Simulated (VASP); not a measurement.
# BN in VASP: a series of runs, part 2 of 2

VASP 6.6.1. Earlier steps stand in the parts before.

## (4) Electric field gradients, PBEsol (volume scaled by 0.94)

Contents of INCAR:

```
SYSTEM = BN
PREC = Accurate
ENCUT = 520
EDIFF = 1E-8
ISMEAR = -1
SIGMA = 0.03
LREAL = .FALSE.
LASPH = .TRUE.
NELM = 100
ALGO = Normal
ISIF = 2
LWAVE = .FALSE.
LCHARG = .FALSE.
GGA = PS
LEFG = .TRUE.
NBANDS = 11
```

Contents of KPOINTS:

```
regular mesh
0
G
  13 13 13
  0 0 0
```

Contents of POSCAR:

```
BN
1.0
    0.0000000000      1.7706018915      1.7706018915
    1.7706018915      0.0000000000      1.7706018915
    1.7706018915      1.7706018915      0.0000000000
B N
1 1
Direct
    0.0000000000      0.0000000000      0.0000000000
    0.7500000000      0.7500000000      0.7500000000
```

Potentials or basis: VASP PAW PBE potentials, release 64 (B, N).

Started as:

```console
> cat potpaw_PBE.64/B/POTCAR potpaw_PBE.64/N/POTCAR > POTCAR
> mpirun -np 1 vasp_std > vasp.out
```

OUTCAR:

```text
SYSTEM = BN
   PREC = Accurate
   ENCUT = 520
   EDIFF = 1E-8
   ISMEAR = -1
   LREAL = .FALSE.
   LASPH = .TRUE.
   NELM = 100
   ISIF = 2
   GGA = PS

 ion  position               nearest neighbor table
   1  0.000  0.000  0.000-   2 1.53   2 1.53   2 1.53   2 1.53
   2  0.750  0.750  0.750-   1 1.53   1 1.53   1 1.53   1 1.53

  LATTYP: Found a face centered cubic cell.
 ALAT       =     3.5412037830

  Lattice vectors:

 A1 = (   0.0000000000,   1.7706018915,   1.7706018915)
 A2 = (   1.7706018915,   0.0000000000,   1.7706018915)
 A3 = (   1.7706018915,   1.7706018915,   0.0000000000)

Analysis of symmetry for initial positions (statically):
=====================================================================
 Subroutine PRICEL returns:
 Original cell was already a primitive cell.

 Routine SETGRP: Setting up the symmetry group for a
 face centered cubic supercell.

 Subroutine GETGRP returns: Found 24 space group operations
 (whereof 24 operations were pure point group operations)
 out of a pool of 48 trial point group operations.

The static configuration has the point symmetry T_d .

Analysis of symmetry for dynamics (positions and initial velocities):
=====================================================================
 Subroutine PRICEL returns:
 Original cell was already a primitive cell.

 Routine SETGRP: Setting up the symmetry group for a
 face centered cubic supercell.

 Subroutine GETGRP returns: Found 24 space group operations
 (whereof 24 operations were pure point group operations)
 out of a pool of 48 trial point group operations.

The dynamic configuration has the point symmetry T_d .

[... 478 lines left out ...]
      3       4.7016      2.00000
      4       5.1102      2.00000
      5      17.2211      0.00000
      6      20.9525      0.00000
      7      21.0844      0.00000
      8      23.4398      0.00000
      9      29.5804      0.00000
     10      35.4866      0.00000
     11      37.0166      0.00000

 [... further k-points ...]

------------------------ aborting loop because EDIFF is reached ----------------------------------------

  FORCE on cell =-STRESS in cart. coord.  units (eV):
  Direction    XX          YY          ZZ          XY          YZ          ZX
  --------------------------------------------------------------------------------------
  -------------------------------------------------------------------------------------
  Total        1.6544950      1.6544950      1.6544950      0.0000000     -0.0000000      0.0000000
  in kB      238.7719385    238.7719385    238.7719385      0.0000000     -0.0000000      0.0000000
  external PRESSURE =     238.7719385 kB  Pullay stress =       0.0000000 kB

 VOLUME and BASIS-vectors are now :
 -----------------------------------------------------------------------------
  energy-cutoff  :      520.00
  volume of cell :       11.10
      direct lattice vectors                 reciprocal lattice vectors
     0.000000000  1.770601891  1.770601891    -0.282389849  0.282389849  0.282389849
     1.770601891  0.000000000  1.770601891     0.282389849 -0.282389849  0.282389849
     1.770601891  1.770601891  0.000000000     0.282389849  0.282389849 -0.282389849

 POSITION                                       TOTAL-FORCE (eV/Angst)
 -----------------------------------------------------------------------------------
      0.00000      0.00000      0.00000         0.000000      0.000000      0.000000
      2.65590      2.65590      2.65590        -0.000000     -0.000000     -0.000000
 -----------------------------------------------------------------------------------
    total drift:                               -0.000000     -0.000000     -0.000000

  FREE ENERGIE OF THE ION-ELECTRON SYSTEM (eV)
  ---------------------------------------------------
  free  energy   TOTEN  =       -18.3003670911 eV

  energy  without entropy=      -18.3003670911  energy(sigma->0) =      -18.30036709

 Electric field gradients (V/A^2)
---------------------------------------------------------------------
 ion       V_xx      V_yy      V_zz      V_xy      V_xz      V_yz
---------------------------------------------------------------------
   1       0.000     0.000     0.000    -0.000    -0.000    -0.000
   2       0.000     0.000     0.000    -0.001    -0.001    -0.001
---------------------------------------------------------------------

 Electric field gradients after diagonalization (V/A^2)
 (convention: |V_zz| > |V_xx| > |V_yy|)
----------------------------------------------------------------------
 ion       V_xx      V_yy      V_zz     asymmetry (V_yy - V_xx)/ V_zz
----------------------------------------------------------------------
   1       0.000     0.000    -0.000       0.000
   2       0.001     0.001    -0.001       0.000
----------------------------------------------------------------------

           NMR quadrupolar parameters

 Cq : quadrupolar parameter    Cq=e*Q*V_zz/h
 eta: asymmetry parameters     (V_yy - V_xx)/ V_zz
 Q  : nuclear electric quadrupole moment in mb (millibarn)
----------------------------------------------------------------------
 ion       Cq(MHz)       eta       Q (mb)
----------------------------------------------------------------------
   1      -0.000       0.000       1.000
   2      -0.000       0.000       1.000
----------------------------------------------------------------------
```

OSZICAR:

```text
N       E                     dE             d eps       ncg     rms          rms(c)
DAV:   1     0.951436284115E+01    0.95144E+01   -0.50313E+03  1891   0.735E+02
DAV:   2    -0.188678936267E+02   -0.28382E+02   -0.27320E+02  2223   0.166E+02
DAV:   3    -0.193488097972E+02   -0.48092E+00   -0.48021E+00  2169   0.184E+01
DAV:   4    -0.193493089112E+02   -0.49911E-03   -0.49911E-03  1983   0.661E-01
DAV:   5    -0.193493093002E+02   -0.38899E-06   -0.38896E-06  2130   0.186E-02    0.694E+00
DAV:   6    -0.184271976614E+02    0.92211E+00   -0.26185E+00  1920   0.955E+00    0.349E+00
DAV:   7    -0.183222660931E+02    0.10493E+00   -0.13027E-01  2124   0.282E+00    0.196E+00
DAV:   8    -0.183003366745E+02    0.21929E-01   -0.35377E-02  2085   0.131E+00    0.214E-01
DAV:   9    -0.183003497879E+02   -0.13113E-04   -0.78338E-04  1974   0.249E-01    0.852E-02
DAV:  10    -0.183003654377E+02   -0.15650E-04   -0.57735E-05  2073   0.662E-02    0.138E-02
DAV:  11    -0.183003670711E+02   -0.16334E-05   -0.35436E-06  2064   0.146E-02    0.842E-03
DAV:  12    -0.183003670945E+02   -0.23442E-07   -0.88896E-07  2076   0.637E-03    0.317E-04
DAV:  13    -0.183003670911E+02    0.34105E-08   -0.10536E-08  1250   0.105E-03
   1 F= -.18300367E+02 E0= -.18300367E+02  d E =-.125998E-11
```

It took 18 s on 1 thread of Intel Xeon 8259CL, shared host; peak memory 0.12 GiB.

Results:

| Item | Value |
| --- | --- |
| Free energy | -18.3004 eV |
| Pressure | 23.9 GPa |
| Band gap on the k mesh | 4.42 eV, indirect (least direct gap 9.05 eV) |

Caveat: without QUAD_EFG the Cq values of the log hold for a quadrupole moment of 1 mb, not for the nuclei; the PAW data sets were made with another functional, which shifts forces and pressure a little. A k mesh can miss the band edges.
